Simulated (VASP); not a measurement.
Set up this calculation in VASP 6.6.1, as the native input.

```yaml
Task: single point
Functional: HSE06
Potentials_or_basis: VASP PAW PBE potentials, release 64 (Cs_sv, Cl)
Cutoff: 400 eV
k_mesh: 4 × 4 × 4
Occupations: fermi-dirac, width 0.05 eV
Spin: no spin polarisation
Dipole_correction: no
Grid_for_exact_exchange_PRECFOCK: Normal
Further_INCAR_settings: ALGO = Normal; EDIFF = 1e-06; NBANDS = 15
Share_of_exact_exchange: 0.25
Screening_parameter: 0.2079 1/Å
```

Crystal: CsCl (CsCl type).

```
Cs Cl
1.0
     4.25527    0.00000    0.00000
     0.00000    4.25527    0.00000
     0.00000    0.00000    4.25527
Cs Cl
1 1
Direct
  0.00000 0.00000 0.00000
  0.50000 0.50000 0.50000
```

One way to write it, as run:

POSCAR

```
CsCl
1.0
    4.2552694960      0.0000000000      0.0000000000
    0.0000000000      4.2552694960      0.0000000000
    0.0000000000      0.0000000000      4.2552694960
Cs Cl
1 1
Direct
    0.0000000000      0.0000000000      0.0000000000
    0.5000000000      0.5000000000      0.5000000000
```

INCAR.step1

```
SYSTEM = CsCl
PREC = Accurate ; ENCUT = 400
EDIFF = 1E-5 ; ISMEAR = -1
SIGMA = 0.05 ; LREAL = .FALSE.
LASPH = .TRUE. ; NELM = 120
ALGO = Normal ; ISIF = 2
LWAVE = .TRUE. ; GGA = PE
NBANDS = 15 ; GGA_COMPAT = .FALSE.
```

INCAR.step2

```
SYSTEM = CsCl
PREC = Accurate ; ENCUT = 400
EDIFF = 1E-6 ; ISMEAR = -1
SIGMA = 0.05 ; LREAL = .FALSE.
LASPH = .TRUE. ; NELM = 120
ALGO = Normal ; ISIF = 2
LWAVE = .FALSE. ; LCHARG = .TRUE.
GGA = PE ; LHFCALC = .TRUE.
HFSCREEN = 0.2079 ; PRECFOCK = Normal
LELF = .TRUE. ; LVHAR = .TRUE.
ISTART = 1 ; NBANDS = 15
GGA_COMPAT = .FALSE.
```

KPOINTS

```
Automatic mesh
0
G
  4 4 4
  0 0 0
```

Potentials or basis: VASP PAW PBE potentials, release 64 (Cs_sv, Cl).

Run with:

```bash
$ cat potpaw_PBE.64/Cs_sv/POTCAR potpaw_PBE.64/Cl/POTCAR > POTCAR
$ cp INCAR.step1 INCAR
$ mpirun -np 1 vasp_std > vasp.out
$ cp INCAR.step2 INCAR
$ mpirun -np 1 vasp_std > vasp.out
```

Results of the run:

| Property | Result |
| --- | --- |
| Pressure | -0.8 GPa |
| Band gap on the k mesh | 6.14 eV |

Caveat: the PAW data sets were made with another functional, which shifts forces and pressure a little; spin-orbit coupling is left out, which moves the levels of the heavy elements.

Wall time 5.1 min on 1 thread of Intel(R) Xeon(R) Platinum 8259CL CPU @ 2.50GHz (Skylake/Cascade Lake) (shared host), peak memory 0.26 GiB.
